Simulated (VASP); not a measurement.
# MgO (Fm-3m) in VASP: a series of runs

Runs on MgO. Level: r2SCAN. Tasks: relaxation of cell and atoms, single point.

Program: VASP 6.6.1. These are calculated values, not measurements. Logs are shortened: lines on timing, memory, paths and dates and some standing lists are left out, and cuts for length are marked.

## Step 1: The cell of the first run

The structure is cubic, space group Fm-3m (No. 225). Conventional cell: a = 4.204 Å, b = 4.204 Å, c = 4.204 Å, α = 90.00°, β = 90.00°, γ = 90.00°. Mg (site symmetry m-3m) has 6 O at 2.10 Å within 2.8 Å. O (site symmetry m-3m) has 6 Mg at 2.10 Å within 2.8 Å.

## Step 2: Relaxation of cell and atoms, r2SCAN, target pressure 10 GPa, at which the enthalpy is minimised

POSCAR reads:

```
MgO
1.0
    2.1021675162      2.1021675162      0.0000000000
   -2.1021675162      2.1021675162      0.0000000000
    0.0000000000      2.1021675162      2.1021675162
Mg O
1 1
Direct
    0.0000000000      0.0000000000      0.0000000000
    0.5000000000      0.5000000000      0.0000000000
```

INCAR.step1 reads:

```
  PREC = Accurate
  ENCUT = 600
  ISMEAR = 0
  SIGMA = 0.01
  LREAL = False
  LASPH = True
  NELM = 80
  GGA = PE
  ALGO = Normal
  EDIFF = 1E-4
  LWAVE = True
  LCHARG = False
```

INCAR.step2 reads:

```
  PREC = Accurate
  ENCUT = 600
  EDIFF = 1E-7
  ISMEAR = 0
  SIGMA = 0.01
  LREAL = False
  LASPH = True
  NELM = 80
  ALGO = Normal
  ISIF = 3
  LWAVE = False
  LCHARG = False
  METAGGA = R2SCAN
  LMIXTAU = True
  IBRION = 2
  NSW = 100
  EDIFFG = -0.002
  PSTRESS = 100.0
  ISTART = 1
```

KPOINTS reads:

```
regular mesh
0
Gamma
  10 10 10
```

Potentials or basis: VASP PAW PBE potentials, release 64 (Mg, O).

On the command line:

```sh
$ cat potpaw_PBE.64/Mg/POTCAR potpaw_PBE.64/O/POTCAR > POTCAR
$ cp INCAR.step1 INCAR
$ mpirun -np 1 vasp_std > vasp.out
$ cp INCAR.step2 INCAR
$ mpirun -np 1 vasp_std > vasp.out
```

OUTCAR:

```text
PREC = Accurate
   ENCUT = 600
   EDIFF = 1E-7
   ISMEAR = 0
   LREAL = False
   LASPH = True
   NELM = 80
   ISIF = 3
   METAGGA = R2SCAN
   IBRION = 2
   NSW = 100
   EDIFFG = -0.002
   PSTRESS = 100.0
   ISTART = 1

 ion  position               nearest neighbor table
   1  0.000  0.000  0.000-   2 2.10   2 2.10   2 2.10   2 2.10   2 2.10   2 2.10
   2  0.500  0.500  0.000-   1 2.10   1 2.10   1 2.10   1 2.10   1 2.10   1 2.10

  LATTYP: Found a face centered cubic cell.
 ALAT       =     4.2043350324

  Lattice vectors:

 A1 = (   0.0000000000,   2.1021675162,   2.1021675162)
 A2 = (   2.1021675162,   0.0000000000,   2.1021675162)
 A3 = (   2.1021675162,   2.1021675162,   0.0000000000)

Analysis of symmetry for initial positions (statically):
=====================================================================
 Subroutine PRICEL returns:
 Original cell was already a primitive cell.

 Routine SETGRP: Setting up the symmetry group for a
 face centered cubic supercell.

 Subroutine GETGRP returns: Found 48 space group operations
 (whereof 48 operations were pure point group operations)
 out of a pool of 48 trial point group operations.

The static configuration has the point symmetry O_h .

Analysis of symmetry for dynamics (positions and initial velocities):
=====================================================================
 Subroutine PRICEL returns:
 Original cell was already a primitive cell.

 Routine SETGRP: Setting up the symmetry group for a
 face centered cubic supercell.

 Subroutine GETGRP returns: Found 48 space group operations
 (whereof 48 operations were pure point group operations)
 out of a pool of 48 trial point group operations.

The dynamic configuration has the point symmetry O_h .

 Subroutine INISYM returns: Found 48 space group operations
 (whereof 48 operations are pure point group operations),
 and found     1 'primitive' translations

----------------------------------------------------------------------------------------

                                     Primitive cell

  volume of cell :      18.5794

  direct lattice vectors                    reciprocal lattice vectors
     2.102167516  2.102167516  0.000000000     0.237849741  0.237849741 -0.237849741
    -2.102167516  2.102167516  0.000000000    -0.237849741  0.237849741 -0.237849741
     0.000000000  2.102167516  2.102167516     0.000000000  0.000000000  0.475699483

  length of vectors
     2.972913812  2.972913812  2.972913812     0.411967837  0.411967837  0.475699483
[... 89 lines left out ...]
   POTIM  = 0.5000    time-step for ionic-motion
   TEBEG  =    0.0;   TEEND  =   0.0 temperature during run
   PSTRESS=  100.0 pullay stress
   NELECT =       8.0000    total number of electrons
   NUPDOWN=      -1.0000    fix difference up-down
   EMIN   =  10.00;   EMAX   =-10.00  energy-range for DOS
   EFERMI =   0.00;   METHOD = LEGACY
   ISMEAR =     0;   SIGMA  =   0.01  broadening in eV -4-tet -1-fermi 0-gaus
   EFERMI_NEDOS =   21; number of points for ismear=-14 and -15
   IALGO  =     38    algorithm
   IMIX   =      4    mixing-type and parameters
     AMIX     =   0.40;   BMIX     =  1.00
     AMIX_MAG =   1.60;   BMIX_MAG =  1.00
  volume/ion in A,a.u.               =       9.29        62.69
  Fermi-wavevector in a.u.,A,eV,Ry     =   1.236215  2.336109 20.792814  1.528229
  Thomas-Fermi vector in A             =   2.370833
   LORBIT       =      0    0 simple, 1 ext, 2 COOP (PROOUT), +10 PAW based schemes
   METAGGA = R2SCAN    functional components
   LHFCALC =     F    Hartree Fock is set to
   AEXX    =    0.0000 exact exchange contribution
   IVDW    =     0    specifies the selected vdW correction
   LEPSILON=     F    determine dielectric tensor
   LRPA    =     F    only Hartree local field effects (RPA)
 conjugate gradient relaxation of ions
 non-spin polarized calculation
 Gauss-broadening in eV      SIGMA  =   0.01
  energy-cutoff  :      600.00
  volume of cell :       18.58
 maximum number of plane-waves:       636
   NGX = 11   NGY = 11   NGZ = 11

--------------------------------------- Ionic step        1  -------------------------------------------

 number of electron       8.0000004 magnetization

 Free energy of the ion-electron system (eV)
  ---------------------------------------------------
  ext. energy  EPLUGINS =         0.00000000
  ---------------------------------------------------
  free energy    TOTEN  =       -16.16496503 eV

  energy without entropy =      -16.16496503  energy(sigma->0) =      -16.16496503

------------------------ aborting loop because EDIFF is reached ----------------------------------------

  FORCE on cell =-STRESS in cart. coord.  units (eV):
  Direction    XX          YY          ZZ          XY          YZ          ZX
  --------------------------------------------------------------------------------------
  -------------------------------------------------------------------------------------
  Total       -0.1578173     -0.1578173     -0.1578173      0.0000000     -0.0000000      0.0000000
  in kB      -13.6092158    -13.6092158    -13.6092158      0.0000000     -0.0000000      0.0000000
  external PRESSURE =    -113.6092158 kB  Pullay stress =     100.0000000 kB
[... 63 lines left out ...]
--------------------------------------- Ionic step        3  -------------------------------------------

 number of electron       7.9999997 magnetization

 Free energy of the ion-electron system (eV)
  ---------------------------------------------------
  ext. energy  EPLUGINS =         0.00000000
  ---------------------------------------------------
  free energy    TOTEN  =       -16.13764385 eV

  energy without entropy =      -16.13764385  energy(sigma->0) =      -16.13764385

 E-fermi :   3.4231     XC(G=0): -11.9368

 val. band max:        3.2759891810   @ k =   0.0000   0.0000   0.0000
 cond. band min:       9.5801945933   @ k =   0.0000   0.0000   0.0000
 fundamental gap:      6.3042054123
 Fermi energy:         3.4231070214

 k-point     1 :       0.0000    0.0000    0.0000
  band No.  band energies     occupation
      1     -15.2738      2.00000
      2       3.2760      2.00000
      3       3.2760      2.00000
      4       3.2760      2.00000
      5       9.5802      0.00000
      6      20.5020      0.00000
      7      20.5020      0.00000
      8      20.5020      0.00000
[... 243 lines left out ...]
 k-point    24 :       0.4000    0.3000    0.0000
  band No.  band energies     occupation
      1     -13.6039      2.00000
      2      -0.5267      2.00000
      3       0.4170      2.00000
      4       2.1172      2.00000
      5      14.8075      0.00000
      6      17.1781      0.00000
      7      17.8028      0.00000
      8      23.2743      0.00000

 [... further k-points ...]
[... 5 lines left out ...]
  --------------------------------------------------------------------------------------
  -------------------------------------------------------------------------------------
  Total        1.0883618      1.0883618      1.0883618      0.0000000      0.0000000     -0.0000000
  in kB       99.7075533     99.7075533     99.7075533      0.0000000      0.0000000     -0.0000000
  external PRESSURE =      -0.2924467 kB  Pullay stress =     100.0000000 kB
[... 21 lines left out ...]
  energy  without entropy=      -16.1376438456  energy(sigma->0) =      -16.13764385

  enthalpy is  TOTEN    =       -15.0460898665 eV   P V=        1.0915539791

 reached required accuracy - stopping structural energy minimisation
```

It took 2.2 min on 1 thread of Intel Xeon 8259CL, shared host; peak memory 0.16 GiB.

Results:

```
Free energy                                                : -16.1376 eV
Relaxed volume                                             : 8.74 Å³/atom
Relaxed cell                                               : a = 2.914 Å, b = 2.914 Å, c = 2.914 Å, α = 60.00°, β = 60.00°, γ = 90.00°
Space group after relaxing (to 0.1 Å)                      : Fm-3m (No. 225)
Energy change on relaxing (the run minimises the enthalpy) : +13.7 meV/atom
Ionic steps                                                : 3
Pressure after relaxing                                    : 10.0 GPa
Band gap on the k mesh                                     : 6.30 eV
```

The path:
| step | energy change (eV) | largest force (eV/Å) | pressure (GPa) | volume (Å³) |
| --- | --- | --- | --- | --- |
| 1 | 0.0000 | 0.0000 | -1.36 | 18.58 |
| 2 | 0.0819 | 0.0000 | 18.25 | 16.86 |
| 3 | 0.0273 | 0.0000 | 9.97 | 17.49 |

Final structure:
```
CELL_PARAMETERS angstrom
2.06020 2.06020 0.00000
-2.06020 2.06020 0.00000
0.00000 2.06020 2.06020
ATOMIC_POSITIONS crystal
Mg 0.00000 0.00000 0.00000
O 0.50000 0.50000 0.00000
```

Caveat: the cell is relaxed towards a set pressure, so the run minimises the enthalpy, not the energy; the PAW data sets were made with another functional, which shifts forces and pressure a little.

## Step 3: Relaxation of cell and atoms, r2SCAN, target pressure 15 GPa, at which the enthalpy is minimised

POSCAR is that of step 2.

INCAR.step1 reads:

```
SYSTEM = MgO
PREC = Accurate
ENCUT = 600
ISMEAR = 0
SIGMA = 0.01
LREAL = .False.
LASPH = .True.
NELM = 80
GGA = PE
ALGO = Normal
EDIFF = 1E-4
LWAVE = .True.
LCHARG = .False.
```

INCAR.step2 reads:

```
SYSTEM = MgO
PREC = Accurate
ENCUT = 600
EDIFF = 1E-6
ISMEAR = 0
SIGMA = 0.01
LREAL = .False.
LASPH = .True.
NELM = 80
ALGO = Normal
ISIF = 3
LWAVE = .False.
LCHARG = .False.
METAGGA = R2SCAN
LMIXTAU = .True.
IBRION = 2
NSW = 100
EDIFFG = -0.002
PSTRESS = 150.0
ISTART = 1
```

KPOINTS reads:

```
regular mesh
0
Gamma
  10 10 10
  0 0 0
```

Potentials or basis: VASP PAW PBE potentials, release 64 (Mg, O).

On the command line:

```sh
$ cat potpaw_PBE.64/Mg/POTCAR potpaw_PBE.64/O/POTCAR > POTCAR
$ cp INCAR.step1 INCAR
$ mpirun -np 1 vasp_std > vasp.out
$ cp INCAR.step2 INCAR
$ mpirun -np 1 vasp_std > vasp.out
```

Wall time 3.2 min (1 thread of Intel Xeon 8259CL, shared host); peak memory 0.16 GiB.

The run converged. Its results:

| Property | Result |
| --- | --- |
| Free energy | -16.1071 eV |
| Relaxed volume | 8.55 Å³/atom |
| Relaxed cell | a = 2.892 Å, b = 2.892 Å, c = 2.892 Å, α = 60.00°, β = 60.00°, γ = 90.00° |
| Space group after relaxing (to 0.1 Å) | Fm-3m (No. 225) |
| Energy change on relaxing (the run minimises the enthalpy) | +28.9 meV/atom |
| Ionic steps | 6 |
| Pressure after relaxing | 15.0 GPa |
| Band gap on the k mesh | 6.56 eV |

The path:
```tsv
step	energy change (eV)	largest force (eV/Å)	pressure (GPa)	volume (Å³)
1	0.0000	0.0000	-1.36	18.58
2	0.1890	0.0000	29.86	16.14
3	0.0571	0.0000	14.90	17.10
4	0.0598	0.0000	15.29	17.07
5	0.0566	0.0000	14.81	17.11
6	0.0578	0.0000	15.00	17.10
```

Final structure:
```xyz
2
Lattice="2.0446 2.0446 0.0000 -2.0446 2.0446 0.0000 0.0000 2.0446 2.0446" Properties=species:S:1:pos:R:3 pbc="T T T"
Mg    0.0000    0.0000    0.0000
O     0.0000    2.0446    0.0000
```

Levels at points of the mesh, in eV from the valence-band top:
```csv
k point,band 2,band 3,band 4,band 5,band 6,band 7
"(0.00, 0.00, 0.00)",0.00,0.00,0.00,6.56,17.36,17.36
"(0.50, 0.00, 0.00)",-5.02,-0.78,-0.78,9.41,14.89,18.39
"(0.50, 0.50, 0.00)",-4.48,-1.50,-1.50,10.15,12.10,15.32
```

Caveat: the cell is relaxed towards a set pressure, so the run minimises the enthalpy, not the energy; the PAW data sets were made with another functional, which shifts forces and pressure a little.

## Step 4: Single point, r2SCAN

This run uses another cell than the first one, of 8.80 Å³/atom.

POSCAR reads:

```
MgO
1.0
    2.0648443373      2.0648443373      0.0000000000
   -2.0648443373      2.0648443373      0.0000000000
    0.0000000000      2.0648443373      2.0648443373
Mg O
1 1
Direct
    0.0000000000      0.0000000000      0.0000000000
    0.5000000000      0.5000000000      0.0000000000
```

INCAR.step1 reads:

```
SYSTEM = MgO
PREC = Accurate
ENCUT = 520
ISMEAR = 0
SIGMA = 0.01
LREAL = .FALSE.
LASPH = .TRUE.
NELM = 100
NBANDS = 11
GGA = PE
ALGO = Normal
EDIFF = 1E-4
LWAVE = .TRUE.
LCHARG = .FALSE.
```

INCAR.step2 reads:

```
SYSTEM = MgO
PREC = Accurate
ENCUT = 520
EDIFF = 1E-6
ISMEAR = 0
SIGMA = 0.01
LREAL = .FALSE.
LASPH = .TRUE.
NELM = 100
ALGO = Normal
ISIF = 2
LWAVE = .FALSE.
LCHARG = .FALSE.
METAGGA = R2SCAN
LMIXTAU = .TRUE.
NBANDS = 11
ISTART = 1
```

KPOINTS reads:

```
regular mesh
0
G
  10 10 10
  0 0 0
```

On the command line:

```sh
$ cat potpaw_PBE.64/Mg/POTCAR potpaw_PBE.64/O/POTCAR > POTCAR
$ cp INCAR.step1 INCAR
$ mpirun -np 1 vasp_std > vasp.out
$ cp INCAR.step2 INCAR
$ mpirun -np 1 vasp_std > vasp.out
```

Wall time 44 s (1 thread of Intel Xeon 8259CL, shared host); peak memory 0.15 GiB.

It converged, with:

| Property | Result |
| --- | --- |
| Free energy | -16.1376 eV |
| Pressure | 8.9 GPa |
| Band gap on the k mesh | 6.23 eV |

Levels at points of the mesh, in eV from the valence-band top:
```csv
k point,band 1,band 2,band 3,band 4,band 5,band 6,band 7,band 8
"(0.00, 0.00, 0.00)",-18.51,0.00,0.00,0.00,6.23,17.18,17.18,17.18
"(0.50, 0.00, 0.00)",-17.11,-4.88,-0.74,-0.74,9.20,14.52,18.06,18.06
"(0.50, 0.50, 0.00)",-16.84,-4.35,-1.46,-1.46,10.11,11.74,14.97,21.33
```

Caveat: the cell stands under pressure; the PAW data sets were made with another functional, which shifts forces and pressure a little.

## Step 5: Single point, r2SCAN

This run uses another cell than the first one, of 8.60 Å³/atom.

POSCAR reads:

```
MgO
1.0
    2.0490258035      2.0490258035      0.0000000000
   -2.0490258035      2.0490258035      0.0000000000
    0.0000000000      2.0490258035      2.0490258035
Mg O
1 1
Direct
    0.0000000000      0.0000000000      0.0000000000
    0.5000000000      0.5000000000      0.0000000000
```

INCAR.step1 reads:

```
PREC     = Accurate       # precision mode
ENCUT    = 520            # plane-wave cutoff, eV
ISMEAR   = 0              # smearing method
SIGMA    = 0.01           # smearing width, eV
LREAL    = F              # projectors in reciprocal space
LASPH    = T              # aspherical terms in the spheres
NELM     = 100            # most SCF steps
NBANDS   = 11             # bands
GGA      = PE             # functional
ALGO     = Normal         # electronic algorithm
EDIFF    = 1E-4           # SCF threshold, eV
LWAVE    = T              # write WAVECAR
LCHARG   = F              # write CHGCAR
```

INCAR.step2 reads:

```
PREC     = Accurate       # precision mode
ENCUT    = 520            # plane-wave cutoff, eV
EDIFF    = 1E-7           # SCF threshold, eV
ISMEAR   = 0              # smearing method
SIGMA    = 0.01           # smearing width, eV
LREAL    = F              # projectors in reciprocal space
LASPH    = T              # aspherical terms in the spheres
NELM     = 100            # most SCF steps
ALGO     = Normal         # electronic algorithm
ISIF     = 2              # what is computed and relaxed
LWAVE    = F              # write WAVECAR
LCHARG   = T              # write CHGCAR
METAGGA  = R2SCAN         # meta-GGA
LMIXTAU  = T            
LELF     = T              # ELF
LVHAR    = T            
NBANDS   = 11             # bands
ISTART   = 1
```

KPOINTS reads:

```
regular mesh
0
Gamma
  10 10 10
```

On the command line:

```sh
$ cat potpaw_PBE.64/Mg/POTCAR potpaw_PBE.64/O/POTCAR > POTCAR
$ cp INCAR.step1 INCAR
$ mpirun -np 1 vasp_std > vasp.out
$ cp INCAR.step2 INCAR
$ mpirun -np 1 vasp_std > vasp.out
```

Run time: 59 s. Hardware: 1 thread of Intel Xeon 8259CL, shared host; peak memory 0.15 GiB.

Results (log left out):

| Quantity | Value |
| --- | --- |
| Free energy | -16.1086 eV |
| Pressure | 13.9 GPa |
| Band gap on the k mesh | 6.48 eV |

Levels at points of the mesh, in eV from the valence-band top:
| k point | band 1 | band 2 | band 3 | band 4 | band 5 | band 6 | band 7 | band 8 |
| --- | --- | --- | --- | --- | --- | --- | --- | --- |
| (0.00, 0.00, 0.00) | -18.64 | 0.00 | 0.00 | 0.00 | 6.48 | 17.32 | 17.32 | 17.32 |
| (0.50, 0.00, 0.00) | -17.18 | -4.99 | -0.77 | -0.77 | 9.36 | 14.81 | 18.31 | 18.31 |
| (0.50, 0.50, 0.00) | -16.90 | -4.45 | -1.49 | -1.49 | 10.13 | 12.02 | 15.24 | 21.72 |

Caveat: the cell stands under pressure; the PAW data sets were made with another functional, which shifts forces and pressure a little.

## Step 6: The runs side by side

```tsv
task	cell	cutoff (eV)	gap on the mesh (eV)	pressure (GPa)
relaxation of cell and atoms	relaxed to 10 GPa from a = 2.973 Å, angles 60.0, 60.0, 90.0°, 2 atoms	600	6.30	10.0
relaxation of cell and atoms	relaxed to 15 GPa from a = 2.973 Å, angles 60.0, 60.0, 90.0°, 2 atoms	600	6.56	15.0
single point	a = 2.920 Å, angles 60.0, 60.0, 90.0°, 2 atoms	520	6.23	8.9
single point	a = 2.898 Å, angles 60.0, 60.0, 90.0°, 2 atoms	520	6.48	13.9
```

Alike in all rows: level r2SCAN; potentials or basis VASP PAW PBE potentials, release 64 (Mg, O); no spin polarisation; k mesh 10 × 10 × 10; smearing gaussian 0.01 eV.

Caveats: the PAW data sets were made with another functional, which shifts forces and pressure a little; the cell is relaxed towards a set pressure, so the run minimises the enthalpy, not the energy (at least some runs); the cell stands under pressure (at least some runs).

Absolute energies hang on the potentials; compare differences alone.
